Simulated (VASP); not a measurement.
**AlNi: single point with PBE**

Crystal: AlNi.

```
Al Ni
1.0
     2.88100    0.00000    0.00000
     0.00000    2.88100    0.00000
     0.00000    0.00000    2.88100
Al Ni
1 1
Direct
  0.00000 0.93058 0.00000
  0.50000 0.50000 0.50000
```

```
Program             : VASP 6.6.1
Task                : single point
Functional          : PBE
Potentials or basis : VASP PAW PBE potentials, release 64 (Al, Ni)
Cutoff              : 520 eV
k mesh              : 10 × 10 × 10
Occupations         : fermi-dirac, width 0.1 eV
Spin                : collinear spin, ferromagnetic start
Starting moments    : [0.0, 1.5] μB
```

```
Pressure                                              : 4.7 GPa
Largest force                                         : 1.196 eV/Å
Net moment                                            : 0.00 μB per cell
Valence electrons inside the program's atomic spheres : Al 0.81; Ni 9.49
```

Forces in eV/Å, atoms in the order of the input:
```
Al   0.000  1.196  0.000
Ni   0.000 -1.196  0.000
```

Stress tensor (GPa, compression positive):
```
5.43 0.00 0.00
0.00 3.34 0.00
0.00 0.00 5.43
```

Levels at points of the mesh, in eV from the Fermi level:
Spin up:
```tsv
k point	band 3	band 4	band 5	band 6	band 7	band 8	band 9	band 10	band 11	band 12
(0.00, 0.00, 0.00)	-3.25	-1.61	-1.57	-1.57	5.51	5.51	5.53	8.17	8.18	13.48
(0.50, 0.00, 0.00)	-2.80	-2.32	-2.26	-1.49	-0.69	8.33	10.04	10.21	10.62	10.91
(0.00, 0.50, 0.00)	-2.83	-2.26	-2.26	-1.52	-0.65	8.37	9.84	9.84	11.05	11.05
(0.50, 0.50, 0.00)	-2.89	-2.69	-2.15	-2.10	-1.04	1.48	2.42	12.33	14.94	15.13
(0.50, 0.00, 0.50)	-2.98	-2.98	-1.99	-1.99	-1.06	1.43	2.42	12.43	14.28	14.28
(0.50, 0.50, 0.50)	-4.10	-1.03	-1.01	1.89	1.89	2.06	3.36	4.54	4.54	4.81
```
Spin down:
```tsv
k point	band 4	band 5	band 6	band 7	band 8	band 9	band 10	band 11
(0.00, 0.00, 0.00)	-1.61	-1.57	-1.57	5.51	5.51	5.53	8.17	8.18
(0.50, 0.00, 0.00)	-2.32	-2.26	-1.49	-0.69	8.33	10.04	10.21	10.62
(0.00, 0.50, 0.00)	-2.26	-2.26	-1.52	-0.65	8.37	9.84	9.84	11.05
(0.50, 0.50, 0.00)	-2.69	-2.15	-2.10	-1.04	1.48	2.42	12.33	14.94
(0.50, 0.00, 0.50)	-2.98	-1.99	-1.99	-1.06	1.43	2.42	12.43	14.28
(0.50, 0.50, 0.50)	-1.03	-1.01	1.89	1.89	2.06	3.36	4.54	4.54
```

Run time: 33 s on 1 thread of Intel(R) Xeon(R) 6975P-C (Granite Rapids), with other jobs on the host, peak memory 0.21 GiB.

Caveat: the starting moments collapsed, and a magnetic state may lie lower; forces of over 1 eV/Å act on the atoms, so gaps and moduli don't describe the material at rest.
